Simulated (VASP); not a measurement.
Write the native input for VASP 6.6.1 that does the following.

```
Task                   : single point
Functional             : PBE
Potentials or basis    : VASP PAW PBE potentials, release 64 (W_sv, Se)
Cutoff                 : 520 eV
k mesh                 : 12 × 12 × 12
Occupations            : gaussian, width 0.1 eV
Spin                   : collinear spin, zero start
Starting moments       : [0.0, 0.0] μB
Fixed moment           : 0 μB
Dipole correction      : no
Further INCAR settings : ALGO = Normal; EDIFF = 1e-07; NBANDS = 21
```

The structure of WSe lies in POSCAR:

```
WSe
1.0
    0.0000000000      2.8388663756      2.8388663756
    2.8388663756      0.0000000000      2.8388663756
    2.8388663756      2.8388663756      0.0000000000
W Se
1 1
Direct
    0.0000000000      0.0000000000      0.0000000000
    0.2500000000      0.2500000000      0.2500000000
```

One way to write it, as run:

INCAR

```
SYSTEM = WSe
PREC = Accurate
ENCUT = 520
EDIFF = 1E-7
ISMEAR = 0
SIGMA = 0.1
LREAL = .False.
LASPH = .True.
NELM = 150
ALGO = Normal
ISIF = 2
LWAVE = .False.
LCHARG = .False.
ISPIN = 2
MAGMOM = 0 0
LORBIT = 11
NUPDOWN = 0.0
LMAXMIX = 4
GGA = PE
NBANDS = 21
```

KPOINTS

```
regular mesh
0
Gamma
  12 12 12
  0 0 0
```

Potentials or basis: VASP PAW PBE potentials, release 64 (W_sv, Se).

Command:

```bash
$ cat potpaw_PBE.64/W_sv/POTCAR potpaw_PBE.64/Se/POTCAR > POTCAR
$ mpirun -np 1 vasp_std > vasp.out
```

Results of the run:

```yaml
Pressure: -1.6 GPa
Net_moment: 0.00 μB per cell
Valence_electrons_inside_the_program's_atomic_spheres: W 12.00; Se 3.99
```

Caveat: the total moment is fixed, so each spin has its own Fermi level.

Wall time 2.2 min on 1 thread of Intel(R) Xeon(R) Platinum 8259CL CPU @ 2.50GHz (Skylake/Cascade Lake), with other jobs on the host, peak memory 0.26 GiB.
